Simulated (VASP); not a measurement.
# GdMn (Pm-3m) in VASP: further runs, part 2 of 2

VASP 6.6.1. Earlier steps stand in the parts before.

**4. Single point, r2SCAN, collinear spin, ferrimagnetic start (24.06 Å³/atom)**

This run uses another cell than the first one, of 24.06 Å³/atom.

POSCAR reads:

```
GdMn
1.0
    3.6371248547      0.0000000000      0.0000000000
    0.0000000000      3.6371248547      0.0000000000
    0.0000000000      0.0000000000      3.6371248547
Gd Mn
1 1
Direct
    0.0000000000      0.0000000000      0.0000000000
    0.5000000000      0.5000000000      0.5000000000
```

INCAR.step1 reads:

```
SYSTEM = GdMn
ALGO     = Normal         ! electronic algorithm
EDIFF    = 1E-4           ! SCF threshold, eV
ENCUT    = 520            ! plane-wave cutoff, eV
GGA      = PE             ! functional
ISMEAR   = 0              ! smearing method
ISPIN    = 2              ! spin polarisation
LASPH    = .TRUE.         ! aspherical terms in the spheres
LCHARG   = .FALSE.        ! write CHGCAR
LMAXMIX  = 6              ! l up to which the mixer works
LREAL    = .FALSE.        ! projectors in reciprocal space
LWAVE    = .TRUE.         ! write WAVECAR
MAGMOM   = 8.13 -4.61     ! initial moments
NBANDS   = 26             ! bands
NELM     = 150            ! most SCF steps
PREC     = Accurate       ! precision mode
SIGMA    = 0.05           ! smearing width, eV
```

INCAR.step2 reads:

```
SYSTEM = GdMn
ALGO     = Normal         ! electronic algorithm
EDIFF    = 1E-6           ! SCF threshold, eV
ENCUT    = 520            ! plane-wave cutoff, eV
ISIF     = 2              ! what is computed and relaxed
ISMEAR   = 0              ! smearing method
ISPIN    = 2              ! spin polarisation
ISTART   = 1            
LASPH    = .TRUE.         ! aspherical terms in the spheres
LCHARG   = .FALSE.        ! write CHGCAR
LMAXMIX  = 6              ! l up to which the mixer works
LMIXTAU  = .TRUE.       
LORBIT   = 11             ! projections on sites
LREAL    = .FALSE.        ! projectors in reciprocal space
LWAVE    = .FALSE.        ! write WAVECAR
MAGMOM   = 8.13 -4.61     ! initial moments
METAGGA  = R2SCAN         ! meta-GGA
NBANDS   = 26             ! bands
NELM     = 150            ! most SCF steps
PREC     = Accurate       ! precision mode
SIGMA    = 0.05           ! smearing width, eV
```

KPOINTS reads:

```
k-points
0
G
  10 10 10
  0 0 0
```

Potentials or basis: VASP PAW PBE potentials, release 64 (Gd, Mn_pv).

Launch:

```bash
> cat potpaw_PBE.64/Gd/POTCAR potpaw_PBE.64/Mn_pv/POTCAR > POTCAR
> cp INCAR.step1 INCAR
> mpirun -np 1 vasp_std > vasp.out
> cp INCAR.step2 INCAR
> mpirun -np 1 vasp_std > vasp.out
```

OUTCAR:

```text
SYSTEM = GdMn
   EDIFF = 1E-6
   ENCUT = 520
   ISIF = 2
   ISMEAR = 0
   ISPIN = 2
   ISTART = 1
   LASPH = .TRUE.
   LORBIT = 11
   LREAL = .FALSE.
   METAGGA = R2SCAN
   NELM = 150
   PREC = Accurate

 ion  position               nearest neighbor table
   1  0.000  0.000  0.000-   2 3.15   2 3.15   2 3.15   2 3.15   2 3.15   2 3.15   2 3.15   2 3.15

   2  0.500  0.500  0.500-   1 3.15   1 3.15   1 3.15   1 3.15   1 3.15   1 3.15   1 3.15   1 3.15

  LATTYP: Found a simple cubic cell.
 ALAT       =     3.6371248547

  Lattice vectors:

 A1 = (   3.6371248547,   0.0000000000,   0.0000000000)
 A2 = (   0.0000000000,   3.6371248547,   0.0000000000)
 A3 = (   0.0000000000,   0.0000000000,   3.6371248547)

Analysis of symmetry for initial positions (statically):
=====================================================================
 Subroutine PRICEL returns:
 Original cell was already a primitive cell.

 Routine SETGRP: Setting up the symmetry group for a
 simple cubic supercell.
[... 890 lines left out ...]

 k-point     1 :       0.0000    0.0000    0.0000
  band No.  band energies     occupation
      1     -48.4316      1.00000
      2     -48.4316      1.00000
      3     -48.4316      1.00000
      4     -38.6011      1.00000
      5     -16.2579      1.00000
      6     -16.2579      1.00000
[... 685 lines left out ...]
     25       9.7570      0.00000
     26      11.1333      0.00000

 [... further k-points ...]
[... 5 lines left out ...]
  --------------------------------------------------------------------------------------
  -------------------------------------------------------------------------------------
  Total       -0.0049547     -0.0049547     -0.0049547      0.0000000     -0.0000000     -0.0000000
  in kB       -0.1649873     -0.1649873     -0.1649873      0.0000000     -0.0000000     -0.0000000
  external PRESSURE =      -0.1649873 kB  Pullay stress =       0.0000000 kB

 VOLUME and BASIS-vectors are now :
 -----------------------------------------------------------------------------
  energy-cutoff  :      520.00
  volume of cell :       48.11
      direct lattice vectors                 reciprocal lattice vectors
     3.637124855  0.000000000  0.000000000     0.274942445  0.000000000  0.000000000
     0.000000000  3.637124855  0.000000000     0.000000000  0.274942445  0.000000000
     0.000000000  0.000000000  3.637124855     0.000000000  0.000000000  0.274942445

 POSITION                                       TOTAL-FORCE (eV/Angst)
 -----------------------------------------------------------------------------------
      0.00000      0.00000      0.00000         0.000000      0.000000      0.000000
      1.81856      1.81856      1.81856         0.000000      0.000000      0.000000
 -----------------------------------------------------------------------------------
    total drift:                                0.000000      0.000000      0.000000

  FREE ENERGIE OF THE ION-ELECTRON SYSTEM (eV)
  ---------------------------------------------------
  free  energy   TOTEN  =       -55.9354083355 eV

  energy  without entropy=      -55.9339043004  energy(sigma->0) =      -55.93465632

 total charge

# of ion       s       p       d       f       tot
--------------------------------------------------
    1        2.067   5.616   0.603   6.936  15.224
    2        0.403   6.176   4.842   0.000  11.421
--------------------------------------------------
tot          2.471  11.793   5.445   6.936  26.645

 magnetization (x)

# of ion       s       p       d       f       tot
--------------------------------------------------
    1        0.013  -0.117   0.288   6.881   7.065
    2       -0.082   0.002  -3.977   0.000  -4.057
--------------------------------------------------
tot         -0.069  -0.115  -3.689   6.881   3.008
```

Wall time 4.7 min (1 thread of Intel Xeon 6975P-C (Granite Rapids), shared host); peak memory 0.27 GiB.

What came out:

- Free energy: -55.9354 eV
- Pressure: 0.0 GPa
- Net moment: 3.66 μB per cell
- Site moments: Gd +7.07; Mn -4.06 μB
- Valence electrons inside the program's atomic spheres: Gd 15.22; Mn 11.42

Caveat: the PAW data sets were made with another functional, which shifts forces and pressure a little; spin-orbit coupling is left out, which moves the levels of the heavy elements; semilocal functionals describe open f shells poorly, which spoils levels, moments and volumes. The state reached can hang on the start; a lower one may exist.

**5. Overview**

| cell | gap on the mesh (eV) | pressure (GPa) | moment (μB) |
| --- | --- | --- | --- |
| a = 3.588 Å, 2 atoms | none | 2.0 | 3.66 |
| a = 3.613 Å, 2 atoms | none | 1.0 | 3.66 |
| a = 3.637 Å, 2 atoms | none | 0.0 | 3.66 |

Alike in all rows: task single point; level r2SCAN; potentials or basis VASP PAW PBE potentials, release 64 (Gd, Mn_pv); spin collinear, ferrimagnetic start; k mesh 10 × 10 × 10; cutoff (eV) 520; smearing gaussian 0.05 eV.

Caveats: the PAW data sets were made with another functional, which shifts forces and pressure a little; spin-orbit coupling is left out, which moves the levels of the heavy elements; semilocal functionals describe open f shells poorly, which spoils levels, moments and volumes.

Absolute energies hang on the potentials; compare differences alone.
